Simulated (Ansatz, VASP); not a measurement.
## Two plane-wave programs on InSe

INCAR

```
SYSTEM = InSe
  PREC = Accurate
  ENCUT = 520
  EDIFF = 1E-6
  ISMEAR = 0
  SIGMA = 0.01
  LREAL = .False.
  LASPH = .True.
  NELM = 80
  ALGO = Normal
  ISIF = 2
  LWAVE = .False.
  LCHARG = .True.
  GGA = PS
  LELF = .True.
  LVHAR = .True.
  NBANDS = 27
```

The input KPOINTS:

```
regular mesh
0
Gamma
  6 6 4
  0 0 0
```

File POSCAR:

```
InSe
1.0
    6.2173400000      0.0000000000      0.0000000000
    4.8588728816      3.8790038664      0.0000000000
   -1.5095221680     -0.5286502154      4.3236525964
In Se
2 2
Direct
    0.8840000000      0.8840000000      0.0050000000
    0.1160000000      0.1160000000      0.9950000000
    0.6600000000      0.6600000000      0.6420000000
    0.3400000000      0.3400000000      0.3580000000
```

Input for Ansatz:

```yaml
crystal:
  lattice:
    - [6.21734, 0.0, 0.0]
    - [4.858872881622314, 3.879003866437268, 0.0]
    - [-1.5095221679927548, -0.5286502154388919, 4.323652596365123]
  atoms:
    - { symbol: In, position: [0.884, 0.884, 0.004999999999999999] }
    - { symbol: In, position: [0.116, 0.11599999999999999, 0.995] }
    - { symbol: Se, position: [0.6599999999999999, 0.66, 0.642] }
    - { symbol: Se, position: [0.34, 0.33999999999999997, 0.358] }
basis:
  ecutwfc: 550.0
kpoints:
  mp_grid:
    grid: [6, 6, 4]
hamiltonian:
  xc: pbesol
scf:
  occupations:
    method: fixed
output:
  forces: true
  stress: true
```

Alike in both runs: task single point; functional PBEsol; k mesh 6 × 6 × 4; no spin polarisation.

```csv
,VASP,Ansatz
version,VASP 6.6.1,Ansatz 0.2.0
potentials or method,"VASP PAW PBE potentials, release 64 (In_d, Se), cutoff 520 eV","plane waves, PAW"
occupations,"gaussian, width 0.01 eV",fixed
valence electrons in the cell,38,58
```

|  | VASP | Ansatz | Ansatz less VASP |
| --- | --- | --- | --- |
| pressure (GPa) | -0.1 | -0.2 | -0.09 |
| traceless stress, the component that is largest in VASP (GPa) | 2.07 | 2.05 | -0.019 |
| rms of the force components (eV/Å) | 0.364 | 0.364 | +0.0001 |

VASP's potentials were made for PBE, not for PBEsol. Atom by atom the forces differ by 0.010 eV/Å (rms over components). VASP's potentials hold 38 valence electrons a cell and Ansatz's 58, so a difference there can come from the potentials and not from the codes.
